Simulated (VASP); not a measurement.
Sb, 2 atoms in the cell. The structure is hexagonal, space group P6_3/mmc (No. 194). Conventional cell: a = 3.355 Å, b = 3.355 Å, c = 5.470 Å, α = 90.00°, β = 90.00°, γ = 120.00°. Within 4.4 Å of Sb (site symmetry -6m2) lie 12 Sb at 3.35 Å. 

* Program: VASP 6.6.1
* Task: elastic constants
* Functional: PBEsol
* Potentials or basis: VASP PAW PBE potentials, release 64 (Sb)
* Cutoff: 500 eV
* k mesh: 7 × 7 × 4
* Occupations: fermi-dirac, width 0.05 eV
* Spin: no spin polarisation
* Dipole correction: no
* Ions in elastic constants: relaxed
* Further INCAR settings: ALGO = Normal; EDIFF = 1e-08; IBRION = 6; POTIM = 0.015; NSW = 1; ISIF = 3

Potentials or basis: VASP PAW PBE potentials, release 64 (Sb).

Launch:

```bash
$ cat potpaw_PBE.64/Sb/POTCAR > POTCAR
$ mpirun -np 1 vasp_std > vasp.out
```

Hardware: 1 thread of Intel(R) Xeon(R) Platinum 8488C (Sapphire Rapids), on a shared host.

Estimate the wall time of this run.

Wall time 2.2 min on 1 thread of Intel(R) Xeon(R) Platinum 8488C (Sapphire Rapids), with other jobs on the host, peak memory 0.2 GiB. Counts: scf iterations 155, k points 24.
